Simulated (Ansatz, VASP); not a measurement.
## One calculation of Si, two programs

```xyz
4
Lattice="-3.3273 3.3273 1.9219 3.3273 -3.3273 1.9219 3.3273 3.3273 -1.9219" Properties=species:S:1:pos:R:3 pbc="T T T"
Si    1.1895    1.1895    0.0000
Si    2.1378    2.1378    1.9219
Si    2.1378   -2.1378    1.9219
Si   -2.1378    2.1378    1.9219
```

Alike in both runs: functional r2SCAN; k mesh 10 × 10 × 10; occupations gaussian, width 0.02 eV; no spin polarisation.

Ansatz relaxed the structure, and its values are those at the end. VASP's run is a single point on that final structure, the one shown.

|  | VASP | Ansatz |
| --- | --- | --- |
| version | VASP 6.6.1 | Ansatz 0.2.0 |
| potentials or method | VASP PAW PBE potentials, release 64 (Si), cutoff 520 eV | scalar-relativistic, plane waves, PAW |
| valence electrons in the cell | 16 | 16 |

```csv
,VASP,Ansatz,Ansatz less VASP
gap on the k mesh at the Fermi level (eV),0.50,0.48,-0.015
least direct gap on the mesh (eV),0.60,0.59,-0.012
pressure (GPa),-0.2,0.0,+0.22
```

VASP's potentials were made for PBE, not for r2SCAN.
